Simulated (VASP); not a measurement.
## Hf: electric field gradients with PBE

Hf:

```
CELL_PARAMETERS angstrom
-1.79161 1.79161 1.83207
1.79161 -1.79161 1.83207
1.79161 1.79161 -1.83207
ATOMIC_POSITIONS crystal
Hf 0.00000 0.00000 0.00000
```

This cell differs from its parent crystal: z stretched by +1.5 % at fixed volume.

```json
{
  "Program": "VASP 6.6.1",
  "Task": "electric field gradients",
  "Functional": "PBE",
  "Potentials or basis": "VASP PAW PBE potentials, release 64 (Hf_pv)",
  "Cutoff": "520 eV",
  "k mesh": "16 × 16 × 16",
  "Occupations": "fermi-dirac, width 0.08 eV",
  "Spin": "no spin polarisation",
  "Dipole correction": "no",
  "Further INCAR settings": "ALGO = Normal; EDIFF = 1e-08; NBANDS = 11"
}
```

The pressure is -5.1 GPa and the band gap on the k mesh is zero (band 5 reaches 5.66 eV, above the bottom of band 6 at 3.54 eV).

Stress tensor (GPa, compression positive):
```
-5.44  0.00  0.00
 0.00 -5.44  0.00
 0.00  0.00 -4.44
```

Levels at points of the mesh, in eV from the Fermi level:
```
           k point  band 1  band 2  band 3  band 4  band 5  band 6  band 7  band 8  band 9  band 10
(0.00, 0.00, 0.00)  -30.04  -30.04  -30.04   -6.88    1.41    1.41    1.64    3.96    4.27    12.82
(0.50, 0.00, 0.00)  -30.73  -30.26  -30.04   -3.24   -0.33    0.84    3.80    4.85    7.14     9.47
(0.50, 0.50, 0.00)  -30.72  -30.27  -30.05   -3.20   -0.57    0.97    4.13    4.98    7.19     9.56
(0.50, 0.50, 0.50)  -30.54  -30.51  -30.51   -2.40   -2.34    6.35    6.42    6.42    6.50     7.01
```

Electric field gradients, principal values (V/Å²):
```
atom   least  middle  greatest (by size)
1 Hf  -0.607  -0.608               1.215
```

It took 46 s on 1 thread of AMD EPYC 9R14 (Zen 4), on a shared host, peak memory 0.18 GiB.

Caveat: without QUAD_EFG the Cq values of the log hold for a quadrupole moment of 1 mb, not for the nuclei; spin-orbit coupling is left out, which moves the levels of the heavy elements.
